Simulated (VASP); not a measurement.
Runs of VASP 6.6.1 on Mo. The structure is that of space group Im-3m (No. 229), or close to it. The cells are those of the table. 

```tsv
cell	gap on the mesh (eV)	pressure (GPa)
a = 2.777 Å, angles 106.3, 111.1, 111.1°, 1 atom	none	(a)
a = 2.769 Å, angles 106.7, 110.9, 110.9°, 1 atom	none	-9.4
a = 2.762 Å, angles 107.1, 110.7, 110.7°, 1 atom	none	-7.8
a = 2.735 Å, angles 108.7, 109.9, 109.9°, 1 atom	none	-0.6
a = 2.749 Å, angles 107.9, 110.3, 110.3°, 1 atom	none	(b)
```

Alike in all rows: task single point; level r2SCAN; potentials or basis VASP PAW PBE potentials, release 64 (Mo_sv); no spin polarisation; k mesh 22 × 22 × 22; cutoff (eV) 520; smearing gaussian 0.15 eV.

Q: Estimate the missing entries.

A: (a) -10.9; (b) -4.3.

Caveats: the PAW data sets were made with another functional, which shifts forces and pressure a little; the cell stands under tension (at least some runs).

A k mesh can miss the band edges, and the runs leave out spin-orbit coupling on Mo.

A gap of «none» marks levels without a gap at the run's occupations.
